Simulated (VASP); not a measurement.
# Rh in VASP: single point with PBE

Aim: the single point of Rh with PBE.

All numbers are computed with VASP 6.6.1; they aren't measurements. Logs are shortened: lines on timing, memory, paths and dates and some standing lists are left out, and cuts for length are marked.

**1. The cell of the first run**

The cell holds a slab with vacuum, 7 atoms: a = 2.710 Å, b = 3.832 Å, c = 24.129 Å, α = 90.00°, β = 90.00°, γ = 90.00°.

**2. Single point, PBE**

INCAR reads:

```
PREC = Accurate
ENCUT = 520
EDIFF = 1E-6
ISMEAR = -1
SIGMA = 0.1
LREAL = False
LASPH = True
NELM = 100
ALGO = Normal
ISIF = 2
LWAVE = False
LCHARG = True
LDIPOL = True
IDIPOL = 3
DIPOL = 0.5 0.5 0.500
GGA = PE
LELF = True
LVHAR = True
LVACPOTAV = True
NBANDS = 62
```

KPOINTS reads:

```
Automatic mesh
0
Gamma
  12 9 1
```

POSCAR reads:

```
Rh
1.0
    2.7095956933      0.0000000000      0.0000000000
    0.0000000000      3.8319469780      0.0000000000
    0.0000000000      0.0000000000     24.1288000000
Rh
7
Direct
    0.0000000000      0.0000000000      0.3363521863
    0.5000000000      0.5000000000      0.3863735048
    0.0000000000      0.0000000000      0.4447619560
    0.5000000000      0.5000000000      0.4999999996
    0.0000000000      0.0000000000      0.5552380436
    0.5000000000      0.5000000000      0.6136264961
    0.0000000000      0.0000000000      0.6636478136
```

Potentials or basis: VASP PAW PBE potentials, release 64 (Rh_pv).

Launch:

```
$ cat potpaw_PBE.64/Rh_pv/POTCAR > POTCAR
$ mpirun -np 1 vasp_std > vasp.out
```

OUTCAR:

```text
PREC = Accurate
   ENCUT = 520
   EDIFF = 1E-6
   ISMEAR = -1
   LREAL = False
   LASPH = True
   NELM = 100
   ISIF = 2
   GGA = PE

 ion  position               nearest neighbor table
   1  0.000  0.000  0.336-   3 2.62   2 2.64   2 2.64   2 2.64   2 2.64
   2  0.500  0.500  0.386-   1 2.64   1 2.64   1 2.64   1 2.64   3 2.74   3 2.74   3 2.74   3 2.74
                             4 2.74
   3  0.000  0.000  0.445-   1 2.62   5 2.67   4 2.70   4 2.70   4 2.70   4 2.70   2 2.74   2 2.74
                             2 2.74   2 2.74
   4  0.500  0.500  0.500-   3 2.70   3 2.70   3 2.70   3 2.70   5 2.70   5 2.70   5 2.70   5 2.70
                             2 2.74   6 2.74
   5  0.000  0.000  0.555-   7 2.62   3 2.67   4 2.70   4 2.70   4 2.70   4 2.70   6 2.74   6 2.74
                             6 2.74   6 2.74
   6  0.500  0.500  0.614-   7 2.64   7 2.64   7 2.64   7 2.64   5 2.74   5 2.74   5 2.74   5 2.74
                             4 2.74
   7  0.000  0.000  0.664-   5 2.62   6 2.64   6 2.64   6 2.64   6 2.64

  LATTYP: Found a simple orthorhombic cell.
 ALAT       =     2.7095956933
 B/A-ratio  =     1.4142135624
 C/A-ratio  =     8.9049447708

  Lattice vectors:

 A1 = (   2.7095956933,   0.0000000000,   0.0000000000)
 A2 = (   0.0000000000,   3.8319469780,   0.0000000000)
 A3 = (   0.0000000000,   0.0000000000,  24.1288000000)

Analysis of symmetry for initial positions (statically):
=====================================================================
 Subroutine PRICEL returns:
 Original cell was already a primitive cell.

 Routine SETGRP: Setting up the symmetry group for a
 simple orthorhombic supercell.

 Subroutine GETGRP returns: Found  8 space group operations
 (whereof  8 operations were pure point group operations)
 out of a pool of  8 trial point group operations.

The static configuration has the point symmetry D_2h.

Analysis of symmetry for dynamics (positions and initial velocities):
=====================================================================
 Subroutine PRICEL returns:
 Original cell was already a primitive cell.

 Routine SETGRP: Setting up the symmetry group for a
 simple orthorhombic supercell.

 Subroutine GETGRP returns: Found  8 space group operations
 (whereof  8 operations were pure point group operations)
 out of a pool of  8 trial point group operations.

The dynamic configuration has the point symmetry D_2h.

 Subroutine INISYM returns: Found  8 space group operations
 (whereof  8 operations are pure point group operations),
 and found     1 'primitive' translations

----------------------------------------------------------------------------------------

                                     Primitive cell

  volume of cell :     250.5300

  direct lattice vectors                    reciprocal lattice vectors
     2.709595693  0.000000000  0.000000000     0.369058750  0.000000000  0.000000000
     0.000000000  3.831946978  0.000000000     0.000000000  0.260963945  0.000000000
     0.000000000  0.000000000 24.128800000     0.000000000  0.000000000  0.041444249

  length of vectors
     2.709595693  3.831946978 24.128800000     0.369058750  0.260963945  0.041444249

  position of ions in fractional coordinates (direct lattice)
     0.000000000  0.000000000  0.336352186
     0.500000000  0.500000000  0.386373505
     0.000000000  0.000000000  0.444761956
     0.500000000  0.500000000  0.500000000
     0.000000000  0.000000000  0.555238044
     0.500000000  0.500000000  0.613626496
     0.000000000  0.000000000  0.663647814

  ion indices of the primitive-cell ions
   primitive index   ion index
                 1           1
                 2           2
                 3           3
                 4           4
                 5           5
                 6           6
                 7           7

----------------------------------------------------------------------------------------

 KPOINTS: Automatic mesh

Automatic generation of k-mesh.
 Grid dimensions read from file:
 generate k-points for:   12    9    1

 Generating k-lattice:

  Cartesian coordinates                     Fractional coordinates (reciprocal lattice)
     0.030754896  0.000000000  0.000000000     0.083333333  0.000000000  0.000000000
     0.000000000  0.028995994  0.000000000     0.000000000  0.111111111  0.000000000
     0.000000000  0.000000000  0.041444249     0.000000000  0.000000000  1.000000000

  Length of vectors
     0.030754896  0.028995994  0.041444249

  Shift w.r.t. Gamma in fractional coordinates (k-lattice)
     0.000000000  0.000000000  0.000000000

 Subroutine IBZKPT returns following result:
 ===========================================

 Found     35 irreducible k-points:

 Following reciprocal coordinates:
            Coordinates               Weight
  0.000000  0.000000  0.000000      1.000000
  0.083333  0.000000  0.000000      2.000000
  0.166667  0.000000  0.000000      2.000000
  0.250000  0.000000  0.000000      2.000000
  0.333333  0.000000  0.000000      2.000000
  0.416667  0.000000  0.000000      2.000000
[... 16 lines left out ...]
  0.083333  0.333333  0.000000      4.000000
  0.166667  0.333333  0.000000      4.000000
 [... further k-points ...]
   k-points           NKPTS =     35   k-points in BZ     NKDIM =     35   number of bands    NBANDS=     62
   number of dos      NEDOS =    301   number of ions     NIONS =      7
   total plane-waves  NPLWV = 100800
   dimension x,y,z NGX =    20 NGY =   28 NGZ =  180
   dimension x,y,z NGXF=    40 NGYF=   56 NGZF=  360
   ions per type =               7
   NGX,Y,Z   is equivalent  to a cutoff of  12.27, 12.15, 12.40 a.u.
   NGXF,Y,Z  is equivalent  to a cutoff of  24.54, 24.30, 24.80 a.u.
 SYSTEM =  unknown system
   PREC   = accura    normal or accurate (medium, high low for compatibility)
   ISTART =      0    job   : 0-new  1-cont  2-samecut
   ICHARG =      2    charge: 1-file 2-atom 10-const
   ISPIN  =      1    spin polarized calculation?
   LNONCOLLINEAR =      F non collinear calculations
   LSORBIT =      F    spin-orbit coupling
   LASPH  =      T    aspherical Exc in radial PAW
   ENCUT  =  520.0 eV  38.22 Ry    6.18 a.u.   5.04  7.12 44.86*2*pi/ulx,y,z
   NELM   =    100;   NELMIN=  2; NELMDL= -5     # of ELM steps
   EDIFF  = 0.1E-05   stopping-criterion for ELM
   LREAL  =      F    real-space projection
   EDIFFG = 0.1E-04   stopping-criterion for IOM
   NSW    =      0    number of steps for IOM
   IBRION =     -1    ionic relax: 0-MD 1-quasi-New 2-CG
   NFREE  =      0    steps in history (QN), initial steepest desc. (CG)
   ISIF   =      2    stress and relaxation
   ISYM   =      2    0-nonsym 1-usesym 2-fastsym
   POTIM  = 0.5000    time-step for ionic-motion
   TEBEG  =    0.0;   TEEND  =   0.0 temperature during run
   PSTRESS=    0.0 pullay stress
   NELECT =     105.0000    total number of electrons
   NUPDOWN=      -1.0000    fix difference up-down
   EMIN   =  10.00;   EMAX   =-10.00  energy-range for DOS
   EFERMI =   0.00;   METHOD = LEGACY
   ISMEAR =    -1;   SIGMA  =   0.10  broadening in eV -4-tet -1-fermi 0-gaus
   EFERMI_NEDOS =   21; number of points for ismear=-14 and -15
   IALGO  =     38    algorithm
   IMIX   =      4    mixing-type and parameters
     AMIX     =   0.40;   BMIX     =  1.00
     AMIX_MAG =   1.60;   BMIX_MAG =  1.00
  volume/ion in A,a.u.               =      35.79       241.52
  Fermi-wavevector in a.u.,A,eV,Ry     =   1.225137  2.315173 20.421813  1.500961
  Thomas-Fermi vector in A             =   2.360186
   LORBIT       =      0    0 simple, 1 ext, 2 COOP (PROOUT), +10 PAW based schemes
   GGA     = PE    functional components
   LHFCALC =     F    Hartree Fock is set to
   AEXX    =    0.0000 exact exchange contribution
   IVDW    =     0    specifies the selected vdW correction
   LEPSILON=     F    determine dielectric tensor
   LRPA    =     F    only Hartree local field effects (RPA)
 non-spin polarized calculation
  energy-cutoff  :      520.00
  volume of cell :      250.53
 maximum number of plane-waves:      6806
   NGX = 11   NGY = 15   NGZ = 89

 number of electron     105.0000076 magnetization

 dipolmoment           0.000000      0.000000      0.000000 electrons x Angstroem

 Free energy of the ion-electron system (eV)
  ---------------------------------------------------
  ext. energy  EPLUGINS =         0.00000000
  ---------------------------------------------------
  free energy    TOTEN  =       -47.88718166 eV

  energy without entropy =      -47.48301708  energy(sigma->0) =      -47.68509937

 E-fermi :   1.6678     XC(G=0):  -6.2726

 val. band max:        1.6634798310   @ k =   0.3333   0.2222   0.0000
 cond. band min:       1.6692424939   @ k =   0.0833   0.1111   0.0000
 fundamental gap:      0.0057626629
 Fermi energy:         1.6678488501

 k-point     1 :       0.0000    0.0000    0.0000
  band No.  band energies     occupation
      1     -45.2537      2.00000
      2     -45.1656      2.00000
      3     -45.1648      2.00000
      4     -45.0367      2.00000
      5     -45.0330      2.00000
      6     -44.9577      2.00000
[... 54 lines left out ...]
     61       4.2663      0.00000
     62       5.9263      0.00000

 k-point     2 :       0.0833    0.0000    0.0000
  band No.  band energies     occupation
      1     -45.2416      2.00000
      2     -45.1681      2.00000
      3     -45.1555      2.00000
      4     -45.0391      2.00000
      5     -45.0272      2.00000
      6     -44.9609      2.00000
[... 54 lines left out ...]
     61       4.3795      0.00000
     62       6.1934      0.00000

 k-point     3 :       0.1667    0.0000    0.0000
  band No.  band energies     occupation
      1     -45.2067      2.00000
      2     -45.1786      2.00000
      3     -45.1288      2.00000
      4     -45.0537      2.00000
      5     -45.0112      2.00000
      6     -44.9781      2.00000
[... 1354 lines left out ...]
     61       3.2244      0.00000
     62       4.3827      0.00000

 k-point    24 :       0.1667    0.3333    0.0000
  band No.  band energies     occupation
      1     -45.2685      2.00000
      2     -45.1751      2.00000
      3     -45.1503      2.00000
      4     -45.1121      2.00000
      5     -44.9909      2.00000
      6     -44.9526      2.00000
[... 54 lines left out ...]
     61       4.1417      0.00000
     62       5.2093      0.00000

 [... further k-points ...]

------------------------ aborting loop because EDIFF is reached ----------------------------------------

  FORCE on cell =-STRESS in cart. coord.  units (eV):
  Direction    XX          YY          ZZ          XY          YZ          ZX
  --------------------------------------------------------------------------------------
  -------------------------------------------------------------------------------------
  Total       -3.4063263     -1.9007003     -0.0580978      0.0000000      0.0000000      0.0000000
  in kB      -21.7839744    -12.1552673     -0.3715442      0.0000000      0.0000000      0.0000000
  external PRESSURE =     -11.4369286 kB  Pullay stress =       0.0000000 kB

 VOLUME and BASIS-vectors are now :
 -----------------------------------------------------------------------------
  energy-cutoff  :      520.00
  volume of cell :      250.53
      direct lattice vectors                 reciprocal lattice vectors
     2.709595693  0.000000000  0.000000000     0.369058750  0.000000000  0.000000000
     0.000000000  3.831946978  0.000000000     0.000000000  0.260963945  0.000000000
     0.000000000  0.000000000 24.128800000     0.000000000  0.000000000  0.041444249

 POSITION                                       TOTAL-FORCE (eV/Angst)
 -----------------------------------------------------------------------------------
      0.00000      0.00000      8.11577         0.000000      0.000000      0.000990
      1.35480      1.91597      9.32273        -0.000000      0.000000      0.004126
      0.00000      0.00000     10.73157         0.000000      0.000000     -0.009419
      1.35480      1.91597     12.06440         0.000000      0.000000      0.000000
      0.00000      0.00000     13.39723         0.000000      0.000000      0.009419
      1.35480      1.91597     14.80607         0.000000      0.000000     -0.004126
      0.00000      0.00000     16.01303         0.000000      0.000000     -0.000990
 -----------------------------------------------------------------------------------
    total drift:                               -0.000000      0.000000     -0.000003

  FREE ENERGIE OF THE ION-ELECTRON SYSTEM (eV)
  ---------------------------------------------------
  free  energy   TOTEN  =       -47.8871816571 eV

  energy  without entropy=      -47.4830170810  energy(sigma->0) =      -47.68509937

 vacuum level on the upper side and lower side of the slab         6.369         6.369
```

Wall time 25 min (1 thread of Intel Xeon 8259CL, shared host); peak memory 0.52 GiB.

What came out:

| Quantity | Value |
| --- | --- |
| Free energy | -47.8872 eV |
| Largest force | 0.009 eV/Å |
| Band gap on the k mesh | zero (an odd number of electrons rules out a gap without spin polarisation) |

Forces in eV/Å, atoms in the order of the input:
```
Rh   0.000  0.000  0.001
Rh   0.000  0.000  0.004
Rh   0.000  0.000 -0.009
Rh   0.000  0.000  0.000
Rh   0.000  0.000  0.009
Rh   0.000  0.000 -0.004
Rh   0.000  0.000 -0.001
```
